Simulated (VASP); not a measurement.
Here is a VASP 6.6.1 calculation.

Contents of INCAR:

```
SYSTEM = BeS
  PREC = Accurate
  ENCUT = 600
  EDIFF = 1E-6
  ISMEAR = 0
  SIGMA = 0.02
  LREAL = .False.
  LASPH = .True.
  NELM = 120
  ALGO = Normal
  ISIF = 2
  LWAVE = .False.
  LCHARG = .True.
  GGA = PE
  LELF = .True.
  LVHAR = .True.
  NBANDS = 16
  GGA_COMPAT = .False.
```

The input KPOINTS:

```
Automatic mesh
0
Gamma
  8 6 8
  0 0 0
```

The input POSCAR:

```
BeS
1.0
    3.4476910802      0.0000000000      0.0000000000
    0.0000000000      4.8757715036      0.0000000000
    0.0000000000      0.0000000000      3.4476910802
Be S
2 2
Direct
    0.0000000000      0.0000000000      0.0000000000
    0.5000000000      0.5000000000      0.5000000000
    0.5000000000      0.2500000000      0.0000000000
    1.0000000000      0.7500000000      0.5000000000
```

Potentials or basis: VASP PAW PBE potentials, release 64 (Be, S).

The run is started by

```sh
$ cat potpaw_PBE.64/Be/POTCAR potpaw_PBE.64/S/POTCAR > POTCAR
$ mpirun -np 1 vasp_std > vasp.out
```

Q: Predict the pressure.

A: 0.1 GPa.

Q: What does it give for the band gap on the k mesh?

A: 3.15 eV.

A k mesh can miss the band edges.
